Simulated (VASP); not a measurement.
Runs of VASP 6.6.1 on Sn2Se. The structure is that of space group P6/mmm (No. 191), or close to it. The cells are those of the table. The cell was built from a structure type or drawn by symmetry, and may not be a known phase.

```tsv
task	cell	k mesh	cutoff (eV)	gap on the mesh (eV)	pressure (GPa)	relaxed volume (Å³/atom)
relaxation of cell and atoms	relaxed from a = 5.439, b = 5.439, c = 3.143 Å, angles 90.0, 90.0, 120.0°, 3 atoms	12 × 12 × 14	600	none	0.0	(b)
single point	a = 5.439, b = 5.439, c = 3.143 Å, angles 90.0, 90.0, 120.0°, 3 atoms	6 × 6 × 6	520	none	0.0	-
relaxation of cell and atoms	relaxed from a = 3.912, b = 3.912, c = 6.937 Å, angles 90.0, 90.0, 120.0°, 3 atoms	6 × 6 × 4	600	none	0.0	56.37
relaxation of cell and atoms	relaxed from a = 5.582, b = 5.582, c = 2.944 Å, angles 90.0, 90.0, 120.0°, 3 atoms	6 × 6 × 6	600	none	0.0	26.90
single point	a = 3.912, b = 3.912, c = 6.937 Å, angles 90.0, 90.0, 120.0°, 3 atoms	6 × 6 × 4	520	none	103.2	-
single point	a = 5.582, b = 5.582, c = 2.944 Å, angles 90.0, 90.0, 120.0°, 3 atoms	6 × 6 × 4	520	none	(a)	-
single point	a = 5.606, b = 5.606, c = 2.958 Å, angles 90.0, 90.0, 120.0°, 3 atoms	12 × 12 × 14	520	none	0.0	-
```

Alike in all rows: level PBE; potentials or basis VASP PAW PBE potentials, release 64 (Sn_d, Se); no spin polarisation; smearing gaussian 0.1 eV.

Task: Estimate the missing entries.

Result: (a) -0.1; (b) 26.82.

Caveats: some runs use coarse meshes; spin-orbit coupling is left out, which moves the levels of the heavy elements; the volume moved by over 15 % at a fixed basis, so the end points are rough (at least some runs); the cell stands under pressure (at least some runs).

A k mesh can miss the band edges, and the runs leave out spin-orbit coupling on Se, Sn.

A gap of «none» marks levels without a gap at the run's occupations.
